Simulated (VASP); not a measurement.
# W (Fm-3m) in VASP: a series of runs

Runs on W. Level: r2SCAN. Tasks: relaxation of cell and atoms, single point.

Program: VASP 6.6.1. These are calculated values, not measurements. Logs are shortened: lines on timing, memory, paths and dates and some standing lists are left out, and cuts for length are marked.

### Step 1. The cell of the first run

The structure is cubic, space group Fm-3m (No. 225). Conventional cell: a = 4.018 Å, b = 4.018 Å, c = 4.018 Å, α = 90.00°, β = 90.00°, γ = 90.00°. Within 3.7 Å of W (site symmetry m-3m) lie 12 W at 2.84 Å.

### Step 2. Relaxation of cell and atoms, r2SCAN

Contents of POSCAR:

```
W
1.0
    0.0000000000      2.0091471689      2.0091471689
    2.0091471689      0.0000000000      2.0091471689
    2.0091471689      2.0091471689      0.0000000000
W
1
Direct
    0.0000000000      0.0000000000      0.0000000000
```

Contents of INCAR.step1:

```
PREC = Accurate ; ENCUT = 600
ISMEAR = 0 ; SIGMA = 0.1
LREAL = False ; LASPH = True
NELM = 80 ; GGA = PE
ALGO = Normal ; EDIFF = 1E-4
LWAVE = True ; LCHARG = False
```

Contents of INCAR.step2:

```
PREC = Accurate ; ENCUT = 600
EDIFF = 1E-7 ; ISMEAR = 0
SIGMA = 0.1 ; LREAL = False
LASPH = True ; NELM = 80
ALGO = Normal ; ISIF = 3
LWAVE = False ; LCHARG = False
METAGGA = R2SCAN ; LMIXTAU = True
IBRION = 2 ; NSW = 100
EDIFFG = -0.005 ; ISTART = 1
```

Contents of KPOINTS:

```
Automatic mesh
0
Gamma
  18 18 18
```

Potentials or basis: VASP PAW PBE potentials, release 64 (W_sv).

On the command line:

```console
$ cat potpaw_PBE.64/W_sv/POTCAR > POTCAR
$ cp INCAR.step1 INCAR
$ mpirun -np 1 vasp_std > vasp.out
$ cp INCAR.step2 INCAR
$ mpirun -np 1 vasp_std > vasp.out
```

OUTCAR:

```text
PREC = Accurate
   ENCUT = 600
   EDIFF = 1E-7
   ISMEAR = 0
   LREAL = False
   LASPH = True
   NELM = 80
   ISIF = 3
   METAGGA = R2SCAN
   IBRION = 2
   NSW = 100
   EDIFFG = -0.005
   ISTART = 1

 ion  position               nearest neighbor table
   1  0.000  0.000  0.000-

  LATTYP: Found a face centered cubic cell.
 ALAT       =     4.0182943378

  Lattice vectors:

 A1 = (   0.0000000000,   2.0091471689,   2.0091471689)
 A2 = (   2.0091471689,   0.0000000000,   2.0091471689)
 A3 = (   2.0091471689,   2.0091471689,   0.0000000000)

Analysis of symmetry for initial positions (statically):
=====================================================================
 Subroutine PRICEL returns:
 Original cell was already a primitive cell.

 Routine SETGRP: Setting up the symmetry group for a
 face centered cubic supercell.

 Subroutine GETGRP returns: Found 48 space group operations
 (whereof 48 operations were pure point group operations)
 out of a pool of 48 trial point group operations.

The static configuration has the point symmetry O_h .

Analysis of symmetry for dynamics (positions and initial velocities):
=====================================================================
 Subroutine PRICEL returns:
 Original cell was already a primitive cell.

 Routine SETGRP: Setting up the symmetry group for a
 face centered cubic supercell.

 Subroutine GETGRP returns: Found 48 space group operations
 (whereof 48 operations were pure point group operations)
 out of a pool of 48 trial point group operations.

The dynamic configuration has the point symmetry O_h .

 Subroutine INISYM returns: Found 48 space group operations
 (whereof 48 operations are pure point group operations),
 and found     1 'primitive' translations

----------------------------------------------------------------------------------------

                                     Primitive cell

  volume of cell :      16.2205

  direct lattice vectors                    reciprocal lattice vectors
     0.000000000  2.009147169  2.009147169    -0.248861809  0.248861809  0.248861809
     2.009147169  0.000000000  2.009147169     0.248861809 -0.248861809  0.248861809
     2.009147169  2.009147169  0.000000000     0.248861809  0.248861809 -0.248861809

  length of vectors
     2.841363175  2.841363175  2.841363175     0.431041298  0.431041298  0.431041298

  position of ions in fractional coordinates (direct lattice)
     0.000000000  0.000000000  0.000000000

  ion indices of the primitive-cell ions
   primitive index   ion index
                 1           1

----------------------------------------------------------------------------------------

 KPOINTS: Automatic mesh

Automatic generation of k-mesh.
 Grid dimensions read from file:
 generate k-points for:   18   18   18

 Generating k-lattice:

  Cartesian coordinates                     Fractional coordinates (reciprocal lattice)
    -0.013825656  0.013825656  0.013825656     0.055555556  0.000000000  0.000000000
     0.013825656 -0.013825656  0.013825656     0.000000000  0.055555556  0.000000000
     0.013825656  0.013825656 -0.013825656     0.000000000  0.000000000  0.055555556

  Length of vectors
     0.023946739  0.023946739  0.023946739

  Shift w.r.t. Gamma in fractional coordinates (k-lattice)
     0.000000000  0.000000000  0.000000000

 Subroutine IBZKPT returns following result:
 ===========================================

 Found    195 irreducible k-points:

 Following reciprocal coordinates:
            Coordinates               Weight
  0.000000  0.000000  0.000000      1.000000
  0.055556  0.000000  0.000000      8.000000
  0.111111  0.000000  0.000000      8.000000
  0.166667  0.000000  0.000000      8.000000
  0.222222  0.000000  0.000000      8.000000
  0.277778  0.000000  0.000000      8.000000
[... 16 lines left out ...]
 -0.277778  0.055556  0.000000     24.000000
 -0.222222  0.055556  0.000000     24.000000
 [... further k-points ...]
   k-points           NKPTS =    195   k-points in BZ     NKDIM =    195   number of bands    NBANDS=     11
   number of dos      NEDOS =    301   number of ions     NIONS =      1
   total plane-waves  NPLWV =  13824
   dimension x,y,z NGX =    24 NGY =   24 NGZ =   24
   dimension x,y,z NGXF=    48 NGYF=   48 NGZF=   48
   ions per type =               1
   NGX,Y,Z   is equivalent  to a cutoff of  14.04, 14.04, 14.04 a.u.
   NGXF,Y,Z  is equivalent  to a cutoff of  28.08, 28.08, 28.08 a.u.
 SYSTEM =  unknown system
   PREC   = accura    normal or accurate (medium, high low for compatibility)
   ISTART =      1    job   : 0-new  1-cont  2-samecut
   ICHARG =      0    charge: 1-file 2-atom 10-const
   ISPIN  =      1    spin polarized calculation?
   LNONCOLLINEAR =      F non collinear calculations
   LSORBIT =      F    spin-orbit coupling
   LASPH  =      T    aspherical Exc in radial PAW
   ENCUT  =  600.0 eV  44.10 Ry    6.64 a.u.   5.67  5.67  5.67*2*pi/ulx,y,z
   NELM   =     80;   NELMIN=  2; NELMDL=  0     # of ELM steps
   EDIFF  = 0.1E-06   stopping-criterion for ELM
   LREAL  =      F    real-space projection
   EDIFFG = -.5E-02   stopping-criterion for IOM
   NSW    =    100    number of steps for IOM
   IBRION =      2    ionic relax: 0-MD 1-quasi-New 2-CG
   NFREE  =      1    steps in history (QN), initial steepest desc. (CG)
   ISIF   =      3    stress and relaxation
   ISYM   =      2    0-nonsym 1-usesym 2-fastsym
   POTIM  = 0.5000    time-step for ionic-motion
   TEBEG  =    0.0;   TEEND  =   0.0 temperature during run
   PSTRESS=    0.0 pullay stress
   NELECT =      14.0000    total number of electrons
   NUPDOWN=      -1.0000    fix difference up-down
   EMIN   =  10.00;   EMAX   =-10.00  energy-range for DOS
   EFERMI =   0.00;   METHOD = LEGACY
   ISMEAR =     0;   SIGMA  =   0.10  broadening in eV -4-tet -1-fermi 0-gaus
   EFERMI_NEDOS =   21; number of points for ismear=-14 and -15
   IALGO  =     38    algorithm
   IMIX   =      4    mixing-type and parameters
     AMIX     =   0.40;   BMIX     =  1.00
     AMIX_MAG =   1.60;   BMIX_MAG =  1.00
  volume/ion in A,a.u.               =      16.22       109.46
  Fermi-wavevector in a.u.,A,eV,Ry     =   1.558700  2.945515 33.055960  2.429544
  Thomas-Fermi vector in A             =   2.662166
   LORBIT       =      0    0 simple, 1 ext, 2 COOP (PROOUT), +10 PAW based schemes
   METAGGA = R2SCAN    functional components
   LHFCALC =     F    Hartree Fock is set to
   AEXX    =    0.0000 exact exchange contribution
   IVDW    =     0    specifies the selected vdW correction
   LEPSILON=     F    determine dielectric tensor
   LRPA    =     F    only Hartree local field effects (RPA)
 conjugate gradient relaxation of ions
 non-spin polarized calculation
 Gauss-broadening in eV      SIGMA  =   0.10
  energy-cutoff  :      600.00
  volume of cell :       16.22
 maximum number of plane-waves:       556
   NGX = 11   NGY = 11   NGZ = 11

--------------------------------------- Ionic step        1  -------------------------------------------

 number of electron      14.0000001 magnetization

 Free energy of the ion-electron system (eV)
  ---------------------------------------------------
  ext. energy  EPLUGINS =         0.00000000
  ---------------------------------------------------
  free energy    TOTEN  =       -50.80066223 eV

  energy without entropy =      -50.79521553  energy(sigma->0) =      -50.79793888

------------------------ aborting loop because EDIFF is reached ----------------------------------------

  FORCE on cell =-STRESS in cart. coord.  units (eV):
  Direction    XX          YY          ZZ          XY          YZ          ZX
  --------------------------------------------------------------------------------------
  -------------------------------------------------------------------------------------
  Total        0.0855955      0.0855955      0.0855955      0.0000000     -0.0000000      0.0000000
  in kB        8.4546637      8.4546637      8.4546637      0.0000000     -0.0000000      0.0000000
  external PRESSURE =       8.4546637 kB  Pullay stress =       0.0000000 kB

 VOLUME and BASIS-vectors are now :
 -----------------------------------------------------------------------------
  energy-cutoff  :      600.00
  volume of cell :       16.22
      direct lattice vectors                 reciprocal lattice vectors
     0.000000000  2.009147169  2.009147169    -0.248861809  0.248861809  0.248861809
     2.009147169  0.000000000  2.009147169     0.248861809 -0.248861809  0.248861809
     2.009147169  2.009147169  0.000000000     0.248861809  0.248861809 -0.248861809
[... 36 lines left out ...]
 POSITION                                       TOTAL-FORCE (eV/Angst)
 -----------------------------------------------------------------------------------
      0.00000      0.00000      0.00000        -0.000000     -0.000000      0.000000
 -----------------------------------------------------------------------------------
    total drift:                                0.000000      0.000000     -0.000000

  FREE ENERGIE OF THE ION-ELECTRON SYSTEM (eV)
  ---------------------------------------------------
  free  energy   TOTEN  =       -50.7993375378 eV

  energy  without entropy=      -50.7938037162  energy(sigma->0) =      -50.79657063

--------------------------------------- Ionic step        3  -------------------------------------------

 number of electron      14.0000001 magnetization

 Free energy of the ion-electron system (eV)
  ---------------------------------------------------
  ext. energy  EPLUGINS =         0.00000000
  ---------------------------------------------------
  free energy    TOTEN  =       -50.80077651 eV

  energy without entropy =      -50.79531992  energy(sigma->0) =      -50.79804821

 E-fermi :  10.4621     XC(G=0): -14.7871

 val. band max:       10.4615264248   @ k =   0.2778   0.0556   0.0000
 cond. band min:      10.4694041647   @ k =  -0.3889   0.1667   0.0556
 fundamental gap:      0.0078777399
 Fermi energy:        10.4621447909

 k-point     1 :       0.0000    0.0000    0.0000
  band No.  band energies     occupation
      1     -65.1343      2.00000
      2     -28.0577      2.00000
      3     -28.0577      2.00000
      4     -28.0577      2.00000
      5       0.9337      2.00000
      6       9.8640      2.00000
      7       9.8640      2.00000
      8       9.8640      2.00000
      9      13.2931      0.00000
     10      13.2931      0.00000
     11      23.8374      0.00000

 k-point     2 :       0.0556    0.0000    0.0000
  band No.  band energies     occupation
      1     -65.1306      2.00000
      2     -28.0985      2.00000
      3     -28.0628      2.00000
      4     -28.0628      2.00000
      5       1.0773      2.00000
      6       9.7478      2.00000
      7       9.9315      2.00000
      8       9.9315      2.00000
      9      13.2299      0.00000
     10      13.2299      0.00000
     11      24.1295      0.00000
[... 295 lines left out ...]
 k-point    24 :      -0.2222    0.0556    0.0000
  band No.  band energies     occupation
      1     -65.0731      2.00000
      2     -28.6773      2.00000
      3     -28.1795      2.00000
      4     -28.1237      2.00000
      5       3.2698      2.00000
      6       8.6575      2.00000
      7      10.3291      1.94012
      8      10.4896      0.69799
      9      12.7383      0.00000
     10      13.8173      0.00000
     11      24.5996      0.00000

 [... further k-points ...]
[... 5 lines left out ...]
  --------------------------------------------------------------------------------------
  -------------------------------------------------------------------------------------
  Total        0.0008539      0.0008539      0.0008539      0.0000000      0.0000000     -0.0000000
  in kB        0.0841159      0.0841159      0.0841159      0.0000000      0.0000000     -0.0000000
  external PRESSURE =       0.0841159 kB  Pullay stress =       0.0000000 kB

 VOLUME and BASIS-vectors are now :
 -----------------------------------------------------------------------------
  energy-cutoff  :      600.00
  volume of cell :       16.26
      direct lattice vectors                 reciprocal lattice vectors
     0.000000000  2.010969525  2.010969525    -0.248636289  0.248636289  0.248636289
     2.010969525 -0.000000000  2.010969525     0.248636289 -0.248636289  0.248636289
     2.010969525  2.010969525  0.000000000     0.248636289  0.248636289 -0.248636289

 POSITION                                       TOTAL-FORCE (eV/Angst)
 -----------------------------------------------------------------------------------
      0.00000      0.00000      0.00000         0.000000      0.000000      0.000000
 -----------------------------------------------------------------------------------
    total drift:                                0.000000      0.000000      0.000000

  FREE ENERGIE OF THE ION-ELECTRON SYSTEM (eV)
  ---------------------------------------------------
  free  energy   TOTEN  =       -50.8007765068 eV

  energy  without entropy=      -50.7953199160  energy(sigma->0) =      -50.79804821

 reached required accuracy - stopping structural energy minimisation
```

It took 2.5 min on 1 thread of Intel Xeon 6975P-C (Granite Rapids), shared host; peak memory 0.19 GiB.

Results:

```
Free energy                            : -50.8008 eV
Relaxed volume                         : 16.26 Å³/atom
Relaxed cell                           : a = 2.844 Å, b = 2.844 Å, c = 2.844 Å, α = 60.00°, β = 60.00°, γ = 60.00°
Space group after relaxing (to 0.05 Å) : Fm-3m (No. 225)
Energy gained by relaxing              : 0.1 meV/atom
Ionic steps                            : 3
Pressure after relaxing                : 0.0 GPa
Band gap on the k mesh                 : zero (band 7 reaches 13.53 eV, above the bottom of band 8 at 9.86 eV)
```

Step by step:
```csv
step,energy change (eV),largest force (eV/Å),pressure (GPa),volume (Å³)
1,0.0000,0.0000,0.85,16.22
2,0.0013,0.0000,-2.89,16.42
3,-0.0001,0.0000,0.01,16.26
```

Final structure:
```yaml
crystal:
  lattice:
    - [0.00000, 2.01097, 2.01097]
    - [2.01097, 0.00000, 2.01097]
    - [2.01097, 2.01097, 0.00000]
  atoms:
    - { symbol: W, position: [0.00000, 0.00000, 0.00000] }
```

Caveat: the PAW data sets were made with another functional, which shifts forces and pressure a little; spin-orbit coupling is left out, which moves the levels of the heavy elements.

[end of part 1 of 2]
